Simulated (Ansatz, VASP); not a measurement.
## BaTe in VASP and in Ansatz

```xyz
2
Lattice="4.2625 0.0000 0.0000 0.0000 4.1985 0.0000 0.0000 0.0000 4.2625" Properties=species:S:1:pos:R:3 pbc="T T T"
Ba    0.0000    0.0000    0.0000
Te    2.1312    2.0993    2.1312
```

Change from the starting cell: strain -0.0150 x Voigt [0, 1, 0, 0, 0, 0], atoms carried along.

Alike in both runs: task single point; functional PBEsol; k mesh 6 × 6 × 6; occupations gaussian, width 0.05 eV; no spin polarisation.

|  | VASP | Ansatz |
| --- | --- | --- |
| version | VASP 6.6.1 | Ansatz 0.2.0 |
| potentials or method | VASP PAW PBE potentials, release 64 (Ba_sv, Te), cutoff 520 eV | scalar-relativistic, plane waves, PAW |
| valence electrons in the cell | 16 | 26 |

|  | VASP | Ansatz | Ansatz less VASP |
| --- | --- | --- | --- |
| gap on the k mesh at the Fermi level (eV) | 0.58 | 0.69 | +0.104 |
| least direct gap on the mesh (eV) | 0.75 | 0.86 | +0.104 |
| pressure (GPa) | -1.3 | -1.8 | -0.51 |
| traceless stress, the component that is largest in VASP (GPa) | 0.73 | 0.73 | -0.003 |

VASP's potentials were made for PBE, not for PBEsol. With one functional, cell and mesh, what is left measures potentials, basis and numerics. VASP's potentials hold 16 valence electrons a cell and Ansatz's 26, so a difference there can come from the potentials and not from the codes.

Spin-orbit coupling is off throughout.
